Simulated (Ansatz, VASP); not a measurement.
**One calculation of AlNi, two programs**

File INCAR:

```
PREC = Accurate
ENCUT = 520
EDIFF = 1E-6
ISMEAR = 0
SIGMA = 0.15
LREAL = False
LASPH = True
NELM = 80
ALGO = Fast
ISIF = 2
LWAVE = False
LCHARG = False
GGA = PS
NBANDS = 28
```

KPOINTS

```
Automatic mesh
0
Gamma
  15 15 5
```

File POSCAR:

```
AlNi
1.0
    0.0000000000     -2.8618233747      0.0000000000
    0.0000000000      0.0000000000     -2.8618233747
   10.5854701242      0.0000000000      0.0000000000
Al Ni
3 3
Direct
    1.0000000000      0.0000000000      0.0675884807
    1.0000000000      0.0000000000      0.3379424037
    1.0000000000      0.0000000000      0.6082963267
    0.5000000000      0.5000000000      0.7434732882
    0.5000000000      0.5000000000      0.2027654422
    0.5000000000      0.5000000000      0.4731193652
```

Input for Ansatz:

```yaml
crystal:
  lattice:
    - [0.0, -2.8618233747, 0.0]
    - [0.0, 0.0, -2.8618233747]
    - [10.5854701242, 0.0, 0.0]
  atoms:
    - { symbol: Al, position: [1.0, 0.0, 0.0675884807] }
    - { symbol: Al, position: [1.0, 0.0, 0.3379424037] }
    - { symbol: Al, position: [1.0, 0.0, 0.6082963267] }
    - { symbol: Ni, position: [0.5, 0.5, 0.7434732882] }
    - { symbol: Ni, position: [0.5, 0.5, 0.2027654422] }
    - { symbol: Ni, position: [0.5, 0.5, 0.4731193652] }
basis:
  ecutwfc: 520.0
kpoints:
  mp_grid: { grid: [15, 15, 5] }
hamiltonian:
  xc: pbesol
  pseudopotentials: { kind: paw, azcp: { folder: soft_1 } }
scf:
  occupations: { method: gaussian, width: 0.15 }
output:
  forces: true
  stress: true
  eigenvalues: true
```

Alike in both runs: task single point; functional PBEsol; k mesh 15 × 15 × 5; occupations gaussian, width 0.15 eV; no spin polarisation.

|  | VASP | Ansatz |
| --- | --- | --- |
| version | VASP 6.6.1 | Ansatz 0.2.0 |
| potentials or method | VASP PAW PBE potentials, release 64 (Al, Ni), cutoff 520 eV | scalar-relativistic, plane waves, PAW |
| valence electrons in the cell | 39 | 63 |

```tsv
	VASP	Ansatz	Ansatz less VASP
gap on the k mesh at the Fermi level (eV)	none	none	-
pressure (GPa)	-5.9	-6.2	-0.28
traceless stress, the component that is largest in VASP (GPa)	-0.37	-0.34	+0.033
rms of the force components (eV/Å)	0.260	0.262	+0.0023
```

VASP's potentials were made for PBE, not for PBEsol, and Ansatz warns of the same on its side. Atom by atom the forces differ by 0.005 eV/Å (rms over components). A gap of «none» marks a metal or a gap that the smearing closes. VASP's potentials hold 39 valence electrons a cell and Ansatz's 63, so a difference there can come from the potentials and not from the codes.
